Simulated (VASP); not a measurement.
TiNb2As3: relaxation of cell and atoms with PBE

The system is TiNb2As3.

```
Ti Nb As
1.0
     5.92820    0.00000    0.00000
    -2.96410    5.13397    0.00000
     0.00000    0.00000    3.59140
Ti Nb As
1 2 3
Direct
  0.00000 0.00000 0.00000
  0.33333 0.66667 0.00000
  0.66667 0.33333 0.00000
  0.50000 0.00000 0.50000
  0.50000 0.50000 0.50000
  0.00000 0.50000 0.50000
```

```json
{
  "Program": "VASP 6.6.1",
  "Task": "relaxation of cell and atoms",
  "Functional": "PBE",
  "Potentials or basis": "VASP PAW PBE potentials, release 64 (Ti_sv, Nb_sv, As)",
  "Cutoff": "500 eV",
  "k mesh": "3 × 3 × 6",
  "Occupations": "gaussian, width 0.1 eV",
  "Spin": "no spin polarisation",
  "Dipole correction": "no",
  "Further INCAR settings": "ALGO = Normal; EDIFF = 1e-07; IBRION = 2; EDIFFG = -0.04; NSW = 90; ISIF = 3"
}
```

| Property | Result |
| --- | --- |
| Relaxed volume | 18.98 Å³/atom |
| Relaxed cell | a = 5.653 Å, b = 5.653 Å, c = 4.114 Å, α = 90.00°, β = 90.00°, γ = 120.00° |
| Space group after relaxing (to 0.05 Å) | P6/mmm (No. 191) |
| Energy gained by relaxing | 156.8 meV/atom |
| Ionic steps | 10 |
| Pressure after relaxing | 0.0 GPa |

Stress tensor (GPa, compression positive):
```
-0.06  0.00  0.00
 0.00 -0.06  0.00
 0.00  0.00  0.09
```

The path:
| step | energy change (eV) | largest force (eV/Å) | pressure (GPa) | volume (Å³) |
| --- | --- | --- | --- | --- |
| 1 | 0.0000 | 0.0000 | 14.77 | 109.31 |
| 2 | 0.1808 | 0.0000 | -12.52 | 137.90 |
| 3 | -0.5655 | 0.0000 | -1.27 | 121.47 |
| 4 | -0.5660 | 0.0000 | -0.96 | 121.14 |
| 5 | -0.6601 | 0.0000 | -1.23 | 120.13 |
| 6 | -0.7932 | 0.0000 | -1.39 | 118.43 |
| 7 | -0.9381 | 0.0000 | -0.91 | 114.64 |
| 8 | -0.9379 | 0.0000 | -0.97 | 114.79 |
| 9 | -0.9215 | 0.0000 | 2.65 | 111.50 |
| 10 | -0.9407 | 0.0000 | -0.01 | 113.86 |

Final structure:
```cif
data_structure
_symmetry_space_group_name_H-M 'P 1'
_symmetry_Int_Tables_number 1
_cell_length_a 5.6534
_cell_length_b 5.6534
_cell_length_c 4.1138
_cell_angle_alpha 90.000
_cell_angle_beta 90.000
_cell_angle_gamma 120.000
_cell_volume 113.86
loop_
_atom_site_label
_atom_site_type_symbol
_atom_site_fract_x
_atom_site_fract_y
_atom_site_fract_z
_atom_site_occupancy
Ti1 Ti 0.00000 0.00000 0.00000 1
Nb1 Nb 0.33333 0.66667 0.00000 1
Nb2 Nb 0.66667 0.33333 0.00000 1
As1 As 0.50000 0.00000 0.50000 1
As2 As 0.50000 0.50000 0.50000 1
As3 As 0.00000 0.50000 0.50000 1
```

Levels at points of the mesh, in eV from the Fermi level:
| k point | band 22 | band 23 | band 24 | band 25 | band 26 | band 27 | band 28 | band 29 | band 30 | band 31 |
| --- | --- | --- | --- | --- | --- | --- | --- | --- | --- | --- |
| (0.00, 0.00, 0.00) | -3.15 | -0.70 | -0.67 | -0.67 | -0.19 | -0.19 | 0.38 | 0.38 | 0.44 | 0.44 |
| (0.00, 0.00, 0.50) | -1.42 | -1.37 | -1.37 | -0.10 | 0.12 | 0.12 | 0.26 | 0.26 | 1.16 | 1.24 |

Wall time 10 min on 1 thread of Intel Xeon 6975P-C, with other jobs on the host, peak memory 0.28 GiB.

Caveat: the k points lie up to 0.43 Å⁻¹ apart in the final cell.
